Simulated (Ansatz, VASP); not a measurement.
**One calculation of Cs, two programs**

Contents of INCAR:

```
SYSTEM = Cs
ALGO = Normal ; EDIFF = 1E-8
ENCUT = 520 ; GGA = PE
ISIF = 2 ; ISMEAR = -1
LASPH = .TRUE. ; LCHARG = .FALSE.
LEFG = .TRUE. ; LREAL = .FALSE.
LWAVE = .FALSE. ; NBANDS = 10
NELM = 100 ; PREC = Accurate
SIGMA = 0.05
```

File KPOINTS:

```
k-points
0
G
  9 9 9
  0 0 0
```

The input POSCAR:

```
Cs
1.0
   -3.0225000000      3.0225000000      3.0225000000
    3.0225000000     -3.0225000000      3.0225000000
    3.0225000000      3.0225000000     -3.0225000000
Cs
1
Direct
    0.0000000000      0.0000000000      0.0000000000
```

Input for Ansatz:

```yaml
crystal:
  lattice:
    - [-3.0225, 3.0225, 3.0225]
    - [3.0225, -3.0225, 3.0225]
    - [3.0225, 3.0225, -3.0225]
  atoms:
    - { symbol: Cs, position: [0.0, 0.0, 0.0] }
kpoints:
  mp_grid: { grid: [9, 9, 9] }
  band_path:
    path:
      - [0.0, 0.0, 0.0]
      - [0.5, -0.5, 0.5]
      - [0.0, 0.0, 0.5]
      - [0.0, 0.0, 0.0]
      - [0.25, 0.25, 0.25]
      - [0.5, -0.5, 0.5]
      - [0.25, 0.25, 0.25]
      - [0.0, 0.0, 0.5]
    npoints: 8
scf:
  occupations: { method: fermi_dirac, width: 0.05 }
hamiltonian:
  xc: pbe
  pseudopotentials: { kind: paw }
output:
  forces: true
  stress: true
  eigenvalues: true
  efg: { contact_densities: true }
  populations: true
  bader: true
  dos: { projected: true, de: 0.2, e_range: [-14, 8] }
```

Alike in both runs: task electric field gradients; functional PBE; k mesh 9 × 9 × 9; occupations fermi-dirac, width 0.05 eV; no spin polarisation.

```csv
,VASP,Ansatz
version,VASP 6.6.1,Ansatz 0.2.0
potentials or method,"VASP PAW PBE potentials, release 64 (Cs_sv)","PAW with Ansatz's default frozen-core files, scalar-relativistic"
plane-wave cutoff (eV),520,420
valence electrons in the cell,9,9
```

|  | VASP | Ansatz | Ansatz less VASP |
| --- | --- | --- | --- |
| pressure (GPa) | 0.1 | 0.1 | +0.01 |

Neither program's run includes spin-orbit coupling.
